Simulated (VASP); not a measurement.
# HfB2 (P6/mmm) in VASP: notebook, part 2 of 2

VASP 6.6.1.

### Step 4. Single point, PBE

This run uses another cell than the first one, of 10.70 Å³/atom, 1.080 times its volume.

Input file INCAR:

```
PREC = Accurate
ENCUT = 520
EDIFF = 1E-6
ISMEAR = -1
SIGMA = 0.1
LREAL = F
LASPH = T
NELM = 100
ALGO = Normal
ISIF = 2
LWAVE = F
LCHARG = F
GGA = PE
NBANDS = 15
```

Input file KPOINTS:

```
Automatic mesh
0
Gamma
  11 11 8
```

Input file POSCAR:

```
HfB2
1.0
    3.2215946835      0.0000000000      0.0000000000
   -1.6107973418      2.7899830748      0.0000000000
    0.0000000000      0.0000000000      3.5704297767
Hf B
1 2
Direct
    0.0000000000      0.0000000000      0.0000000000
    0.3333333333      0.6666666667      0.5000000000
    0.6666666667      0.3333333333      0.5000000000
```

Potentials or basis: VASP PAW PBE potentials, release 64 (Hf_pv, B).

Launch:

```sh
$ cat potpaw_PBE.64/Hf_pv/POTCAR potpaw_PBE.64/B/POTCAR > POTCAR
$ mpirun -np 1 vasp_std > vasp.out
```

OUTCAR:

```text
PREC = Accurate
   ENCUT = 520
   EDIFF = 1E-6
   ISMEAR = -1
   LREAL = F
   LASPH = T
   NELM = 100
   ISIF = 2
   GGA = PE

 ion  position               nearest neighbor table
   1  0.000  0.000  0.000-   2 2.58   3 2.58   2 2.58   3 2.58   3 2.58   3 2.58   2 2.58   2 2.58
                             3 2.58   3 2.58   2 2.58   2 2.58
   2  0.333  0.667  0.500-   3 1.86   3 1.86   3 1.86   1 2.58   1 2.58   1 2.58   1 2.58   1 2.58
                             1 2.58
   3  0.667  0.333  0.500-   2 1.86   2 1.86   2 1.86   1 2.58   1 2.58   1 2.58   1 2.58   1 2.58
                             1 2.58

  LATTYP: Found a hexagonal cell.
 ALAT       =     3.2215946835
 C/A-ratio  =     1.1082802548

  Lattice vectors:

 A1 = (   3.2215946835,   0.0000000000,   0.0000000000)
 A2 = (  -1.6107973418,   2.7899830748,   0.0000000000)
 A3 = (   0.0000000000,   0.0000000000,   3.5704297767)

Analysis of symmetry for initial positions (statically):
=====================================================================
 Subroutine PRICEL returns:
 Original cell was already a primitive cell.

 Routine SETGRP: Setting up the symmetry group for a
 hexagonal supercell.

 Subroutine GETGRP returns: Found 24 space group operations
[... 178 lines left out ...]
      3     -23.4048      2.00000
      4      -6.2335      2.00000
      5       4.2543      2.00000
      6       4.2879      2.00000
      7       4.3332      2.00000
      8       4.3332      2.00000
      9      10.7212      0.00000
     10      10.7212      0.00000
     11      11.3291      0.00000
     12      11.3291      0.00000
     13      11.4974      0.00000
     14      11.7527      0.00000
[... 401 lines left out ...]
      2     -23.6710      2.00000
      3     -23.4767      2.00000
      4      -4.9646      2.00000
      5       1.9591      2.00000
      6       2.9940      2.00000
      7       3.6939      2.00000
      8       5.8277      1.99998
      9       7.8565      0.00041
     10      10.2188      0.00000
     11      10.9639      0.00000
     12      11.5782      0.00000
     13      12.8251      0.00000
     14      13.4727      0.00000
     15      14.8093      0.00000

 [... further k-points ...]
[... 5 lines left out ...]
  --------------------------------------------------------------------------------------
  -------------------------------------------------------------------------------------
  Total       -3.3845648     -3.3845653     -2.8941188      0.0000000     -0.0000000      0.0000000
  in kB     -168.9742184   -168.9742473   -144.4887308      0.0000000     -0.0000000      0.0000000
  external PRESSURE =    -160.8123988 kB  Pullay stress =       0.0000000 kB

 VOLUME and BASIS-vectors are now :
 -----------------------------------------------------------------------------
  energy-cutoff  :      520.00
  volume of cell :       32.09
      direct lattice vectors                 reciprocal lattice vectors
     3.221594683  0.000000000  0.000000000     0.310405280  0.179212557  0.000000000
    -1.610797342  2.789983075  0.000000000     0.000000000  0.358425113  0.000000000
     0.000000000  0.000000000  3.570429777     0.000000000  0.000000000  0.280078327

 POSITION                                       TOTAL-FORCE (eV/Angst)
 -----------------------------------------------------------------------------------
      0.00000      0.00000      0.00000        -0.000000      0.000000     -0.000000
     -0.00000      1.85999      1.78521        -0.000000      0.000000      0.000000
      1.61080      0.92999      1.78521         0.000000     -0.000000     -0.000000
 -----------------------------------------------------------------------------------
    total drift:                               -0.000000      0.000000      0.000000

  FREE ENERGIE OF THE ION-ELECTRON SYSTEM (eV)
  ---------------------------------------------------
  free  energy   TOTEN  =       -26.2879088453 eV

  energy  without entropy=      -26.2803111836  energy(sigma->0) =      -26.28411001
```

stdout:

```text
POSCAR found type information on POSCAR HfB
 POSCAR found :  2 types and       3 ions
 scaLAPACK will be used
 LDA part: xc-table for (Slater+PW92), standard interpolation
 POSCAR, INCAR and KPOINTS ok, starting setup
 FFT: planning ... GRIDC
 FFT: planning ... GRID_SOFT
 FFT: planning ... GRID
 WAVECAR not read
 entering main loop
```

It took 46 s on 1 thread of Intel Xeon 8259CL, shared host; peak memory 0.17 GiB.

Results:

```yaml
Free_energy: -26.2879 eV
Pressure: -16.1 GPa
Band_gap_on_the_k_mesh: zero (band 8 reaches 7.62 eV, above the bottom of band 9 at 6.62 eV)
```

Caveat: spin-orbit coupling is left out, which moves the levels of the heavy elements.

### Step 5. Single point, PBE

This run uses another cell than the first one, of 11.09 Å³/atom, 1.120 times its volume.

Input file INCAR:

```
SYSTEM = HfB2
PREC     = Accurate       ! precision mode
ENCUT    = 520            ! plane-wave cutoff, eV
EDIFF    = 1E-6           ! SCF threshold, eV
ISMEAR   = -1             ! smearing method
SIGMA    = 0.1            ! smearing width, eV
LREAL    = .FALSE.        ! projectors in reciprocal space
LASPH    = .TRUE.         ! aspherical terms in the spheres
NELM     = 100            ! most SCF steps
ALGO     = Normal         ! electronic algorithm
ISIF     = 2              ! what is computed and relaxed
LWAVE    = .FALSE.        ! write WAVECAR
LCHARG   = .FALSE.        ! write CHGCAR
GGA      = PE             ! functional
NBANDS   = 15             ! bands
```

Input file KPOINTS:

```
regular mesh
0
G
  11 11 8
  0 0 0
```

Input file POSCAR:

```
HfB2
1.0
    3.2608862960      0.0000000000      0.0000000000
   -1.6304431480      2.8240106122      0.0000000000
    0.0000000000      0.0000000000      3.6139758949
Hf B
1 2
Direct
    0.0000000000      0.0000000000      0.0000000000
    0.3333333333      0.6666666667      0.5000000000
    0.6666666667      0.3333333333      0.5000000000
```

Potentials or basis: VASP PAW PBE potentials, release 64 (Hf_pv, B).

Launch:

```sh
$ cat potpaw_PBE.64/Hf_pv/POTCAR potpaw_PBE.64/B/POTCAR > POTCAR
$ mpirun -np 1 vasp_std > vasp.out
```

OUTCAR:

```text
SYSTEM = HfB2
   PREC = Accurate
   ENCUT = 520
   EDIFF = 1E-6
   ISMEAR = -1
   LREAL = .FALSE.
   LASPH = .TRUE.
   NELM = 100
   ISIF = 2
   GGA = PE

 ion  position               nearest neighbor table
   1  0.000  0.000  0.000-   2 2.61   3 2.61   2 2.61   3 2.61   3 2.61   3 2.61   2 2.61   2 2.61
                             3 2.61   3 2.61   2 2.61   2 2.61
   2  0.333  0.667  0.500-   3 1.88   3 1.88   3 1.88   1 2.61   1 2.61   1 2.61   1 2.61   1 2.61
                             1 2.61
   3  0.667  0.333  0.500-   2 1.88   2 1.88   2 1.88   1 2.61   1 2.61   1 2.61   1 2.61   1 2.61
                             1 2.61

  LATTYP: Found a hexagonal cell.
 ALAT       =     3.2608862960
 C/A-ratio  =     1.1082802548

  Lattice vectors:

 A1 = (   3.2608862960,   0.0000000000,   0.0000000000)
 A2 = (  -1.6304431480,   2.8240106122,   0.0000000000)
 A3 = (   0.0000000000,   0.0000000000,   3.6139758949)

Analysis of symmetry for initial positions (statically):
=====================================================================
 Subroutine PRICEL returns:
 Original cell was already a primitive cell.

 Routine SETGRP: Setting up the symmetry group for a
 hexagonal supercell.

 Subroutine GETGRP returns: Found 24 space group operations
[... 179 lines left out ...]
      5       4.0214      2.00000
      6       4.0614      2.00000
      7       4.1298      2.00000
      8       4.1298      2.00000
      9      10.2756      0.00000
     10      10.2756      0.00000
     11      10.8714      0.00000
     12      10.8714      0.00000
     13      10.9550      0.00000
     14      11.3389      0.00000
[... 401 lines left out ...]
      2     -24.0686      2.00000
      3     -23.8993      2.00000
      4      -5.0705      2.00000
      5       1.7671      2.00000
      6       2.7898      2.00000
      7       3.4788      2.00000
      8       5.5963      1.99998
      9       7.5537      0.00058
     10       9.8034      0.00000
     11      10.5291      0.00000
     12      11.0719      0.00000
     13      12.2977      0.00000
     14      12.9256      0.00000
     15      14.1658      0.00000

 [... further k-points ...]
[... 5 lines left out ...]
  --------------------------------------------------------------------------------------
  -------------------------------------------------------------------------------------
  Total       -4.8908518     -4.8908527     -4.1896443      0.0000000      0.0000000     -0.0000000
  in kB     -235.4549678   -235.4550080   -201.6974933      0.0000000      0.0000000     -0.0000000
  external PRESSURE =    -224.2024897 kB  Pullay stress =       0.0000000 kB

 VOLUME and BASIS-vectors are now :
 -----------------------------------------------------------------------------
  energy-cutoff  :      520.00
  volume of cell :       33.28
      direct lattice vectors                 reciprocal lattice vectors
     3.260886296  0.000000000  0.000000000     0.306665093  0.177053159  0.000000000
    -1.630443148  2.824010612  0.000000000     0.000000000  0.354106318  0.000000000
     0.000000000  0.000000000  3.613975895     0.000000000  0.000000000  0.276703561

 POSITION                                       TOTAL-FORCE (eV/Angst)
 -----------------------------------------------------------------------------------
      0.00000      0.00000      0.00000        -0.000000     -0.000000     -0.000000
     -0.00000      1.88267      1.80699        -0.000000      0.000000     -0.000000
      1.63044      0.94134      1.80699         0.000000     -0.000000      0.000000
 -----------------------------------------------------------------------------------
    total drift:                               -0.000000      0.000000      0.000000

  FREE ENERGIE OF THE ION-ELECTRON SYSTEM (eV)
  ---------------------------------------------------
  free  energy   TOTEN  =       -26.1447766982 eV

  energy  without entropy=      -26.1367730442  energy(sigma->0) =      -26.14077487
```

Run time: 48 s. Hardware: 1 thread of Intel Xeon 8259CL, shared host; peak memory 0.17 GiB.

Results:

```
Free energy            : -26.1448 eV
Pressure               : -22.4 GPa
Band gap on the k mesh : zero (band 8 reaches 7.32 eV, above the bottom of band 9 at 6.36 eV)
```

Stress tensor (GPa, compression positive):
```
-23.55   0.00   0.00
  0.00 -23.55   0.00
  0.00   0.00 -20.17
```

Caveat: spin-orbit coupling is left out, which moves the levels of the heavy elements.

### Step 6. Summary

| cell | gap on the mesh (eV) | pressure (GPa) |
| --- | --- | --- |
| a = 3.140, b = 3.140, c = 3.480 Å, angles 90.0, 90.0, 120.0°, 3 atoms | none | 1.0 |
| a = 3.181, b = 3.181, c = 3.526 Å, angles 90.0, 90.0, 120.0°, 3 atoms | none | -8.4 |
| a = 3.222, b = 3.222, c = 3.570 Å, angles 90.0, 90.0, 120.0°, 3 atoms | none | -16.1 |
| a = 3.261, b = 3.261, c = 3.614 Å, angles 90.0, 90.0, 120.0°, 3 atoms | none | -22.4 |

Alike in all rows: task single point; level PBE; potentials or basis VASP PAW PBE potentials, release 64 (Hf_pv, B); no spin polarisation; k mesh 11 × 11 × 8; cutoff (eV) 520; smearing fermi-dirac 0.1 eV.

Caveats: spin-orbit coupling is left out, which moves the levels of the heavy elements.

Total energies depend on the potentials used, so only differences within one code and one set of settings carry meaning.
